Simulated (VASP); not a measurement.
Runs of VASP 6.6.1 on AgCl. The structure is that of space group R-3m (No. 166), or close to it. The cells are those of the table. 

```csv
cell,gap on the mesh (eV),pressure (GPa)
"a = 3.245 Å, angles 86.9°, 2 atoms",0.38,6.9
"a = 3.336 Å, angles 86.9°, 2 atoms",0.32,0.1
"a = 3.244 Å, angles 93.0°, 2 atoms",(c),7.0
"a = 3.365 Å, angles 86.9°, 2 atoms",(b),-1.5
"a = 3.336 Å, angles 93.0°, 2 atoms",(a),0.2
```

Alike in all rows: task single point; level PBEsol; potentials or basis VASP PAW PBE potentials, release 64 (Ag, Cl); no spin polarisation; k mesh 12 × 12 × 12; cutoff (eV) 520; smearing gaussian 0.05 eV.

Q: Fill in the values left out.

A: (a) 0.30; (b) 0.31; (c) 0.36.

Caveats: the PAW data sets were made with another functional, which shifts forces and pressure a little.

A k mesh can miss the band edges, and the runs leave out spin-orbit coupling on Ag.
